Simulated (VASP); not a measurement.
# CdO (Fm-3m) in VASP: notebook

Aim: see how the results for CdO move with the level of theory and the settings. Levels: PBEsol, PBE0. Tasks: single point.

Everything below comes from runs of VASP 6.6.1. Logs are shortened: lines on timing, memory, paths and dates and some standing lists are left out, and cuts for length are marked.

## 1. The cell of the first run

It takes space group Fm-3m (No. 225, cubic). Conventional cell: a = 4.691 Å, b = 4.691 Å, c = 4.691 Å, α = 90.00°, β = 90.00°, γ = 90.00°. Cd (site symmetry m-3m) has 6 O at 2.35 Å within 3.1 Å. Within 3.1 Å of O (site symmetry m-3m) lie 6 Cd at 2.35 Å.

## 2. Single point, PBEsol

INCAR

```
ALGO = Normal
EDIFF = 1E-6
ENCUT = 700
GGA = PS
GGA_COMPAT = False
ISIF = 2
ISMEAR = 0
LASPH = True
LCHARG = False
LREAL = False
LWAVE = False
NBANDS = 20
NELM = 120
PREC = Accurate
SIGMA = 0.1
```

KPOINTS

```
k-points
0
Gamma
  16 16 16
```

POSCAR

```
CdO
1.0
    0.0000000000      2.3453408955      2.3453408955
    2.3453408955      0.0000000000      2.3453408955
    2.3453408955      2.3453408955      0.0000000000
Cd O
1 1
Direct
    0.0000000000      0.0000000000      0.0000000000
    0.5000000000      0.5000000000      0.5000000000
```

Potentials or basis: VASP PAW PBE potentials, release 64 (Cd_sv_GW, O).

On the command line:

```
$ cat potpaw_PBE.64/Cd_sv_GW/POTCAR potpaw_PBE.64/O/POTCAR > POTCAR
$ mpirun -np 1 vasp_std > vasp.out
```

OUTCAR:

```text
EDIFF = 1E-6
   ENCUT = 700
   GGA = PS
   ISIF = 2
   ISMEAR = 0
   LASPH = True
   LREAL = False
   NELM = 120
   PREC = Accurate

 ion  position               nearest neighbor table
   1  0.000  0.000  0.000-
   2  0.500  0.500  0.500-

  LATTYP: Found a face centered cubic cell.
 ALAT       =     4.6906817910

  Lattice vectors:

 A1 = (   0.0000000000,   2.3453408955,   2.3453408955)
 A2 = (   2.3453408955,   0.0000000000,   2.3453408955)
 A3 = (   2.3453408955,   2.3453408955,   0.0000000000)

Analysis of symmetry for initial positions (statically):
=====================================================================
 Subroutine PRICEL returns:
 Original cell was already a primitive cell.

 Routine SETGRP: Setting up the symmetry group for a
 face centered cubic supercell.

 Subroutine GETGRP returns: Found 48 space group operations
 (whereof 48 operations were pure point group operations)
 out of a pool of 48 trial point group operations.

The static configuration has the point symmetry O_h .

Analysis of symmetry for dynamics (positions and initial velocities):
=====================================================================
 Subroutine PRICEL returns:
 Original cell was already a primitive cell.

 Routine SETGRP: Setting up the symmetry group for a
 face centered cubic supercell.

 Subroutine GETGRP returns: Found 48 space group operations
 (whereof 48 operations were pure point group operations)
 out of a pool of 48 trial point group operations.

The dynamic configuration has the point symmetry O_h .

 Subroutine INISYM returns: Found 48 space group operations
 (whereof 48 operations are pure point group operations),
 and found     1 'primitive' translations

----------------------------------------------------------------------------------------

                                     Primitive cell

  volume of cell :      25.8017

  direct lattice vectors                    reciprocal lattice vectors
     0.000000000  2.345340896  2.345340896    -0.213188625  0.213188625  0.213188625
     2.345340896  0.000000000  2.345340896     0.213188625 -0.213188625  0.213188625
     2.345340896  2.345340896  0.000000000     0.213188625  0.213188625 -0.213188625

  length of vectors
     3.316812903  3.316812903  3.316812903     0.369253530  0.369253530  0.369253530

[... 69 lines left out ...]
   NGXF,Y,Z  is equivalent  to a cutoff of  30.07, 30.07, 30.07 a.u.
 SYSTEM =  unknown system
   PREC   = accura    normal or accurate (medium, high low for compatibility)
   ISTART =      0    job   : 0-new  1-cont  2-samecut
   ICHARG =      2    charge: 1-file 2-atom 10-const
   ISPIN  =      1    spin polarized calculation?
   LNONCOLLINEAR =      F non collinear calculations
   LSORBIT =      F    spin-orbit coupling
   LASPH  =      T    aspherical Exc in radial PAW
   ENCUT  =  700.0 eV  51.45 Ry    7.17 a.u.   7.16  7.16  7.16*2*pi/ulx,y,z
   NELM   =    120;   NELMIN=  2; NELMDL= -5     # of ELM steps
   EDIFF  = 0.1E-05   stopping-criterion for ELM
   LREAL  =      F    real-space projection
   EDIFFG = 0.1E-04   stopping-criterion for IOM
   NSW    =      0    number of steps for IOM
   IBRION =     -1    ionic relax: 0-MD 1-quasi-New 2-CG
   NFREE  =      0    steps in history (QN), initial steepest desc. (CG)
   ISIF   =      2    stress and relaxation
   ISYM   =      2    0-nonsym 1-usesym 2-fastsym
   POTIM  = 0.5000    time-step for ionic-motion
   TEBEG  =    0.0;   TEEND  =   0.0 temperature during run
   PSTRESS=    0.0 pullay stress
   NELECT =      26.0000    total number of electrons
   NUPDOWN=      -1.0000    fix difference up-down
   EMIN   =  10.00;   EMAX   =-10.00  energy-range for DOS
   EFERMI =   0.00;   METHOD = LEGACY
   ISMEAR =     0;   SIGMA  =   0.10  broadening in eV -4-tet -1-fermi 0-gaus
   EFERMI_NEDOS =   21; number of points for ismear=-14 and -15
   IALGO  =     38    algorithm
   IMIX   =      4    mixing-type and parameters
     AMIX     =   0.40;   BMIX     =  1.00
     AMIX_MAG =   1.60;   BMIX_MAG =  1.00
  volume/ion in A,a.u.               =      12.90        87.06
  Fermi-wavevector in a.u.,A,eV,Ry     =   1.641282  3.101574 36.651481  2.693808
  Thomas-Fermi vector in A             =   2.731779
   LORBIT       =      0    0 simple, 1 ext, 2 COOP (PROOUT), +10 PAW based schemes
   GGA     = PS    functional components
   LHFCALC =     F    Hartree Fock is set to
   AEXX    =    0.0000 exact exchange contribution
   IVDW    =     0    specifies the selected vdW correction
   LEPSILON=     F    determine dielectric tensor
   LRPA    =     F    only Hartree local field effects (RPA)
 non-spin polarized calculation
 Gauss-broadening in eV      SIGMA  =   0.10
  energy-cutoff  :      700.00
  volume of cell :       25.80
 maximum number of plane-waves:      1106
 NGX is ok and might be reduce to    30
   NGX = 15   NGY = 15   NGZ = 15

 number of electron      25.9999997 magnetization

 Free energy of the ion-electron system (eV)
  ---------------------------------------------------
  ext. energy  EPLUGINS =         0.00000000
  ---------------------------------------------------
  free energy    TOTEN  =        -8.62481579 eV

  energy without entropy =       -8.62421715  energy(sigma->0) =       -8.62451647

 E-fermi :   4.9750     XC(G=0): -12.2221

 val. band max:        4.9334134670   @ k =   0.0625   0.0000   0.0000
 cond. band min:       5.1046470452   @ k =   0.0625   0.0625   0.0000
 fundamental gap:      0.1712335783
 Fermi energy:         4.9749526218

 k-point     1 :       0.0000    0.0000    0.0000
  band No.  band energies     occupation
      1     -95.3966      2.00000
      2     -56.5045      2.00000
      3     -56.5045      2.00000
      4     -56.5045      2.00000
      5     -12.4573      2.00000
      6      -1.7711      2.00000
[... 541 lines left out ...]
     19      21.9598      0.00000
     20      24.0070      0.00000

 [... further k-points ...]
[... 5 lines left out ...]
  --------------------------------------------------------------------------------------
  -------------------------------------------------------------------------------------
  Total       -0.0283803     -0.0283803     -0.0283803      0.0000000      0.0000000     -0.0000000
  in kB       -1.7622998     -1.7622998     -1.7622998      0.0000000      0.0000000     -0.0000000
  external PRESSURE =      -1.7622998 kB  Pullay stress =       0.0000000 kB

 VOLUME and BASIS-vectors are now :
 -----------------------------------------------------------------------------
  energy-cutoff  :      700.00
  volume of cell :       25.80
      direct lattice vectors                 reciprocal lattice vectors
     0.000000000  2.345340896  2.345340896    -0.213188625  0.213188625  0.213188625
     2.345340896  0.000000000  2.345340896     0.213188625 -0.213188625  0.213188625
     2.345340896  2.345340896  0.000000000     0.213188625  0.213188625 -0.213188625

 POSITION                                       TOTAL-FORCE (eV/Angst)
 -----------------------------------------------------------------------------------
      0.00000      0.00000      0.00000         0.000000      0.000000      0.000000
      2.34534      2.34534      2.34534        -0.000000     -0.000000     -0.000000
 -----------------------------------------------------------------------------------
    total drift:                                0.000000      0.000000      0.000000

  FREE ENERGIE OF THE ION-ELECTRON SYSTEM (eV)
  ---------------------------------------------------
  free  energy   TOTEN  =        -8.6248157938 eV

  energy  without entropy=       -8.6242171548  energy(sigma->0) =       -8.62451647
```

stdout:

```text
POSCAR found type information on POSCAR CdO
 POSCAR found :  2 types and       2 ions
 scaLAPACK will be used
 -----------------------------------------------------------------------------
|                                                                             |
|                                                                             |
|     You enforced a specific xc type in the INCAR file but a different       |
|     I HOPE YOU KNOW WHAT YOU ARE DOING!                                     |
|                                                                             |
 -----------------------------------------------------------------------------

 LDA part: xc-table for (Slater+PW92), standard interpolation
 POSCAR, INCAR and KPOINTS ok, starting setup
 FFT: planning ... GRIDC
 FFT: planning ... GRID_SOFT
 FFT: planning ... GRID
 WAVECAR not read
 entering main loop
```

It took 2.1 min on 1 thread of Intel Xeon Platinum 8259CL at 2.50GHz (Skylake/Cascade Lake), shared host; peak memory 0.28 GiB.

Results:

* Free energy: -8.6248 eV
* Pressure: -0.2 GPa
* Band gap on the k mesh: zero (bands 13 and 14 overlap by 0.51 eV)

Caveat: semilocal functionals underestimate gaps, and a narrow one can read as zero; the PAW data sets were made with another functional, which shifts forces and pressure a little.

## 3. Single point, PBE0

POSCAR is that of step 2.

INCAR.step1

```
SYSTEM = CdO
PREC = Accurate
ENCUT = 520
EDIFF = 1E-5
ISMEAR = 0
SIGMA = 0.1
LREAL = .False.
LASPH = .True.
NELM = 120
ALGO = Normal
ISIF = 2
LWAVE = .True.
LCHARG = .False.
GGA = PE
NBANDS = 16
GGA_COMPAT = .False.
```

INCAR.step2

```
SYSTEM = CdO
PREC = Accurate
ENCUT = 520
EDIFF = 1E-6
ISMEAR = 0
SIGMA = 0.1
LREAL = .False.
LASPH = .True.
NELM = 120
ALGO = Normal
ISIF = 2
LWAVE = .False.
LCHARG = .False.
GGA = PE
LHFCALC = .True.
AEXX = 0.25
PRECFOCK = Normal
ISTART = 1
NBANDS = 16
GGA_COMPAT = .False.
```

KPOINTS

```
Automatic mesh
0
Gamma
  6 6 6
  0 0 0
```

Potentials or basis: VASP PAW PBE potentials, release 64 (Cd, O).

On the command line:

```
$ cat potpaw_PBE.64/Cd/POTCAR potpaw_PBE.64/O/POTCAR > POTCAR
$ cp INCAR.step1 INCAR
$ mpirun -np 1 vasp_std > vasp.out
$ cp INCAR.step2 INCAR
$ mpirun -np 1 vasp_std > vasp.out
```

Wall time 37 min (1 thread of Oxide Virtual Turin-like, shared host); peak memory 0.14 GiB.

The run converged. Its results:

* Free energy: -10.5916 eV
* Pressure: 2.9 GPa
* Band gap on the k mesh: 1.60 eV (least direct gap 2.96 eV)

Levels at points of the mesh, in eV from the valence-band top:
```tsv
k point	band 7	band 8	band 9	band 10	band 11	band 12
(0.00, 0.00, 0.00)	-1.37	-1.37	-1.37	1.60	17.32	19.60
(0.50, 0.00, 0.00)	-4.16	0.00	0.00	6.63	10.17	14.57
(0.50, 0.50, 0.00)	-4.66	-2.48	-2.48	6.40	11.26	13.48
```

Caveat: the PAW data sets were made with another functional, which shifts forces and pressure a little. A k mesh can miss the band edges.

The gap in the log of VASP goes by the Fermi energy; the results here count the filled bands.